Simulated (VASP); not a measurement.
# Si5PdW (Cmmm) in VASP: single point with PBE

Aim: the single point of Si5PdW with PBE.

Program: VASP 6.6.1. These are calculated values, not measurements. Logs are shortened: lines on timing, memory, paths and dates and some standing lists are left out, and cuts for length are marked.

## 1. The cell of the first run

Symmetry: Cmmm, No. 65, orthorhombic system. The conventional cell has a = 11.043 Å, b = 12.475 Å, c = 3.075 Å, α = 90.00°, β = 90.00°, γ = 90.00°. Si (site symmetry mmm) has 4 Pd at 2.54 Å and 6 Si at 2.59 to 3.08 Å within 3.3 Å. Si (site symmetry m) has 6 Si at 2.43 to 3.08 Å and 2 W at 2.62 Å and 2 Pd at 2.63 Å within 3.2 Å. Si (site symmetry mmm) has 6 Si at 2.49 to 3.08 Å and 4 W at 2.73 Å within 3.3 Å. Si (site symmetry m) has 6 Si at 2.43 to 3.08 Å and 2 W at 2.60 Å and 2 Pd at 2.86 Å within 3.2 Å. Pd (site symmetry 2mm) has 10 Si at 2.54 to 2.86 Å and 2 Pd at 3.08 Å within 3.3 Å. Within 3.4 Å of W (site symmetry m2m) lie 10 Si at 2.60 to 2.73 Å and 2 W at 3.08 Å.

## 2. Single point, PBE

INCAR reads:

```
SYSTEM = Si5PdW
PREC = Accurate
ENCUT = 520
EDIFF = 1E-7
ISMEAR = 0
SIGMA = 0.1
LREAL = .FALSE.
LASPH = .TRUE.
NELM = 60
ALGO = Fast
ISIF = 2
LWAVE = .FALSE.
LCHARG = .FALSE.
GGA = PE
NBANDS = 57
```

KPOINTS reads:

```
Automatic mesh
0
G
  4 4 12
  0 0 0
```

POSCAR reads:

```
Si5PdW
1.0
    5.5213365752     -6.2374233922      0.0000000000
    5.5213365752      6.2374233922      0.0000000000
    0.0000000000      0.0000000000      3.0752634404
Si Pd W
10 2 2
Direct
    0.5000000000      0.5000000000      0.0000000000
    0.6996248341      0.9410952603      0.0000000000
    0.9410952603      0.6996248341      0.0000000000
    0.0589047397      0.3003751659      0.0000000000
    0.3003751659      0.0589047397      0.0000000000
    0.0000000000      0.0000000000      0.0000000000
    0.4293598006      0.7949503373      0.0000000000
    0.2050496627      0.5706401994      0.0000000000
    0.5706401994      0.2050496627      0.0000000000
    0.7949503373      0.4293598006      0.0000000000
    0.3172874879      0.3172874879      0.5000000000
    0.6827125121      0.6827125121      0.5000000000
    0.8187673420      0.1812326580      0.5000000000
    0.1812326580      0.8187673420      0.5000000000
```

Potentials or basis: VASP PAW PBE potentials, release 64 (Si, Pd, W_sv).

Started as:

```
$ cat potpaw_PBE.64/Si/POTCAR potpaw_PBE.64/Pd/POTCAR potpaw_PBE.64/W_sv/POTCAR > POTCAR
$ mpirun -np 1 vasp_std > vasp.out
```

OUTCAR:

```text
SYSTEM = Si5PdW
   PREC = Accurate
   ENCUT = 520
   EDIFF = 1E-7
   ISMEAR = 0
   LREAL = .FALSE.
   LASPH = .TRUE.
   NELM = 60
   ISIF = 2
   GGA = PE

 ion  position               nearest neighbor table
   1  0.500  0.500  0.000-  11 2.54  12 2.54  11 2.54  12 2.54   7 2.59   8 2.59   9 2.59  10 2.59

   2  0.700  0.941  0.000-   7 2.43   6 2.49   9 2.56  13 2.62  13 2.62  12 2.63  12 2.63   3 3.01

   3  0.941  0.700  0.000-  10 2.43   6 2.49   8 2.56  14 2.62  14 2.62  12 2.63  12 2.63   2 3.01
[... 15 lines left out ...]
  11  0.317  0.317  0.500-   1 2.54   1 2.54   5 2.63   4 2.63   4 2.63   5 2.63   9 2.86   8 2.86
                             8 2.86   9 2.86
  12  0.683  0.683  0.500-   1 2.54   1 2.54   3 2.63   2 2.63   2 2.63   3 2.63  10 2.86   7 2.86
                             7 2.86  10 2.86
  13  0.819  0.181  0.500-   9 2.60  10 2.60   9 2.60  10 2.60   2 2.62   4 2.62   2 2.62   4 2.62
                             6 2.73   6 2.73
  14  0.181  0.819  0.500-   7 2.60   8 2.60   7 2.60   8 2.60   3 2.62   5 2.62   3 2.62   5 2.62
                             6 2.73   6 2.73

  LATTYP: Found a base centered orthorhombic cell.
 ALAT       =    11.0426731504
 B/A-ratio  =     1.1296944693
 C/A-ratio  =     0.2784890396

  Lattice vectors:

 A1 = (   5.5213365752,  -6.2374233922,   0.0000000000)
 A2 = (   5.5213365752,   6.2374233922,   0.0000000000)
 A3 = (   0.0000000000,   0.0000000000,   3.0752634404)

Analysis of symmetry for initial positions (statically):
=====================================================================
 Subroutine PRICEL returns:
 Original cell was already a primitive cell.

 Routine SETGRP: Setting up the symmetry group for a
 base centered orthorhombic supercell.

 Subroutine GETGRP returns: Found  8 space group operations
 (whereof  8 operations were pure point group operations)
 out of a pool of  8 trial point group operations.

The static configuration has the point symmetry D_2h.

Analysis of symmetry for dynamics (positions and initial velocities):
=====================================================================
 Subroutine PRICEL returns:
 Original cell was already a primitive cell.

 Routine SETGRP: Setting up the symmetry group for a
 base centered orthorhombic supercell.

 Subroutine GETGRP returns: Found  8 space group operations
 (whereof  8 operations were pure point group operations)
 out of a pool of  8 trial point group operations.

The dynamic configuration has the point symmetry D_2h.

 Subroutine INISYM returns: Found  8 space group operations
 (whereof  8 operations are pure point group operations),
 and found     1 'primitive' translations

[... 139 lines left out ...]
  volume/ion in A,a.u.               =      15.13       102.10
  Fermi-wavevector in a.u.,A,eV,Ry     =   1.221561  2.308415 20.302765  1.492211
  Thomas-Fermi vector in A             =   2.356739
   LORBIT       =      0    0 simple, 1 ext, 2 COOP (PROOUT), +10 PAW based schemes
   GGA     = PE    functional components
   LHFCALC =     F    Hartree Fock is set to
   AEXX    =    0.0000 exact exchange contribution
   IVDW    =     0    specifies the selected vdW correction
   LEPSILON=     F    determine dielectric tensor
   LRPA    =     F    only Hartree local field effects (RPA)
 non-spin polarized calculation
 RMM-DIIS sequential band-by-band and
 Gauss-broadening in eV      SIGMA  =   0.10
  energy-cutoff  :      520.00
  volume of cell :      211.82
 maximum number of plane-waves:      5731
 NGX is ok and might be reduce to    64
   NGX = 31   NGY = 31   NGZ = 11

 number of electron      87.9999998 magnetization

 Free energy of the ion-electron system (eV)
  ---------------------------------------------------
  ext. energy  EPLUGINS =         0.00000000
  ---------------------------------------------------
  free energy    TOTEN  =       -88.84736214 eV

  energy without entropy =      -88.82102880  energy(sigma->0) =      -88.83419547

 E-fermi :   9.8266     XC(G=0): -11.6050

 val. band max:        9.8219201211   @ k =   0.5000   0.0000   0.1667
 cond. band min:       9.8387447676   @ k =   0.5000   0.2500   0.1667
 fundamental gap:      0.0168246466
 Fermi energy:         9.8266412219

 k-point     1 :       0.0000    0.0000    0.0000
  band No.  band energies     occupation
      1     -63.7456      2.00000
      2     -63.7456      2.00000
      3     -28.0626      2.00000
      4     -28.0598      2.00000
      5     -28.0376      2.00000
      6     -28.0375      2.00000
[... 1405 lines left out ...]
     55      13.1228      0.00000
     56      13.3211      0.00000

 [... further k-points ...]

 [bands above 56 left out]

------------------------ aborting loop because EDIFF is reached ----------------------------------------

  FORCE on cell =-STRESS in cart. coord.  units (eV):
  Direction    XX          YY          ZZ          XY          YZ          ZX
  --------------------------------------------------------------------------------------
  -------------------------------------------------------------------------------------
  Total       -0.0530929     -0.0167117      0.0986591      0.0000000      0.0000000      0.0000000
  in kB       -0.4015923     -0.1264065      0.7462530      0.0000000      0.0000000      0.0000000
  external PRESSURE =       0.0727514 kB  Pullay stress =       0.0000000 kB

 VOLUME and BASIS-vectors are now :
 -----------------------------------------------------------------------------
  energy-cutoff  :      520.00
  volume of cell :      211.82
      direct lattice vectors                 reciprocal lattice vectors
     5.521336575 -6.237423392  0.000000000     0.090557783 -0.080161305  0.000000000
     5.521336575  6.237423392  0.000000000     0.090557783  0.080161305  0.000000000
     0.000000000  0.000000000  3.075263440     0.000000000  0.000000000  0.325175394

 POSITION                                       TOTAL-FORCE (eV/Angst)
 -----------------------------------------------------------------------------------
      5.52134      0.00000      0.00000         0.000000     -0.000000      0.000000
      9.05897      1.50615      0.00000        -0.008757     -0.000966      0.000000
      9.05897     -1.50615      0.00000        -0.008757      0.000966      0.000000
      1.98371      1.50615      0.00000         0.008757     -0.000966      0.000000
      1.98371     -1.50615      0.00000         0.008757      0.000966      0.000000
      0.00000      0.00000      0.00000         0.000000     -0.000000      0.000000
      6.75983      2.28034      0.00000         0.005276     -0.011294      0.000000
      4.28284      2.28034      0.00000        -0.005276     -0.011294     -0.000000
      4.28284     -2.28034      0.00000        -0.005276      0.011294     -0.000000
      6.75983     -2.28034      0.00000         0.005276      0.011294      0.000000
      3.50370      0.00000      1.53763        -0.001474     -0.000000      0.000000
      7.53897      0.00000      1.53763         0.001474     -0.000000      0.000000
      5.52134     -3.97657      1.53763         0.000000     -0.002453      0.000000
      5.52134      3.97657      1.53763         0.000000      0.002453      0.000000
 -----------------------------------------------------------------------------------
    total drift:                               -0.000000     -0.000000      0.000000

  FREE ENERGIE OF THE ION-ELECTRON SYSTEM (eV)
  ---------------------------------------------------
  free  energy   TOTEN  =       -88.8473621391 eV

  energy  without entropy=      -88.8210288014  energy(sigma->0) =      -88.83419547
```

OSZICAR:

```text
N       E                     dE             d eps       ncg     rms          rms(c)
DAV:   1     0.618407477464E+03    0.61841E+03   -0.42521E+04  5994   0.145E+03
DAV:   2    -0.495896248299E+02   -0.66800E+03   -0.64069E+03  6133   0.348E+02
[... 10 lines left out ...]
RMM:  13    -0.888473877680E+02   -0.45635E-04   -0.39513E-04  6908   0.899E-02    0.537E-02
RMM:  14    -0.888473585205E+02    0.29247E-04   -0.22029E-04  6746   0.614E-02    0.232E-02
RMM:  15    -0.888473623026E+02   -0.37821E-05   -0.49926E-05  7805   0.229E-02    0.103E-02
RMM:  16    -0.888473624176E+02   -0.11501E-06   -0.70461E-06  7164   0.897E-03    0.544E-03
RMM:  17    -0.888473622404E+02    0.17714E-06   -0.15675E-06  6933   0.427E-03    0.248E-03
RMM:  18    -0.888473621149E+02    0.12556E-06   -0.45902E-07  5445   0.219E-03    0.146E-03
RMM:  19    -0.888473621391E+02   -0.24250E-07   -0.11286E-07  4143   0.130E-03
   1 F= -.88847362E+02 E0= -.88834195E+02  d E =-.263333E-01
```

Run time: 20 min. Hardware: 1 thread of Oxide Virtual Turin-like, shared host; peak memory 0.59 GiB.

Results:

| Item | Value |
| --- | --- |
| Free energy | -88.8474 eV |
| Pressure | 0.0 GPa |
| Largest force | 0.012 eV/Å |
| Band gap on the k mesh | zero (bands 44 and 45 overlap by 1.56 eV) |

Forces in eV/Å, atoms in the order of the input:
```
Si   0.000  0.000  0.000
Si  -0.009 -0.001  0.000
Si  -0.009  0.001  0.000
Si   0.009 -0.001  0.000
Si   0.009  0.001  0.000
Si   0.000  0.000  0.000
Si   0.005 -0.011  0.000
Si  -0.005 -0.011  0.000
Si  -0.005  0.011  0.000
Si   0.005  0.011  0.000
Pd  -0.001  0.000  0.000
Pd   0.001  0.000  0.000
W    0.000 -0.002  0.000
W    0.000  0.002  0.000
```

Stress tensor (GPa, compression positive):
```
-0.04  0.00  0.00
 0.00 -0.01  0.00
 0.00  0.00  0.07
```

Caveat: spin-orbit coupling is left out, which moves the levels of the heavy elements.
